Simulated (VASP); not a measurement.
Write the native input for VASP 6.6.1 that does the following.

```yaml
Task: single point
Functional: PBE
Potentials_or_basis: VASP PAW PBE potentials, release 64 (Hf_pv, Si, O)
Cutoff: 520 eV
k_mesh: 12 × 12 × 8
Occupations: gaussian, width 0.1 eV
Spin: no spin polarisation
Dipole_correction: no
Further_INCAR_settings: ALGO = Normal; EDIFF = 1e-06; NBANDS = 28
```

The structure of HfSiO4 lies in POSCAR:

```
HfSiO4
1.0
    3.6124226642      0.0000000000      0.0000000000
   -1.8062113321      3.1284497964      0.0000000000
    0.0000000000      0.0000000000      5.5774969140
Hf Si O
1 1 4
Direct
    0.0000000000      0.0000000000      0.5000000000
    0.0000000000      0.0000000000      0.0000000000
    0.6666666667      0.3333333333      0.2751099738
    0.3333333333      0.6666666667      0.7248900262
    0.3333333333      0.6666666667      0.2751099738
    0.6666666667      0.3333333333      0.7248900262
```

The cell was generated, and may not be a known phase.

One way to write it, as run:

INCAR

```
SYSTEM = HfSiO4
ALGO = Normal
EDIFF = 1E-6
ENCUT = 520
GGA = PE
ISIF = 2
ISMEAR = 0
LASPH = .True.
LCHARG = .False.
LREAL = .False.
LWAVE = .False.
NBANDS = 28
NELM = 100
PREC = Accurate
SIGMA = 0.1
```

KPOINTS

```
k-points
0
Gamma
  12 12 8
  0 0 0
```

Potentials or basis: VASP PAW PBE potentials, release 64 (Hf_pv, Si, O).

Command:

```console
$ cat potpaw_PBE.64/Hf_pv/POTCAR potpaw_PBE.64/Si/POTCAR potpaw_PBE.64/O/POTCAR > POTCAR
$ mpirun -np 1 vasp_std > vasp.out
```

Results of the run:

```json
{
  "Pressure": "-1.5 GPa",
  "Largest force": "0.065 eV/Å",
  "Band gap on the k mesh": "zero (bands 19 and 20 overlap by 1.67 eV)"
}
```

Caveat: spin-orbit coupling is left out, which moves the levels of the heavy elements.

It took 72 s on 1 thread of Intel(R) Xeon(R) 6975P-C (Granite Rapids), with other jobs on the host, peak memory 0.28 GiB.
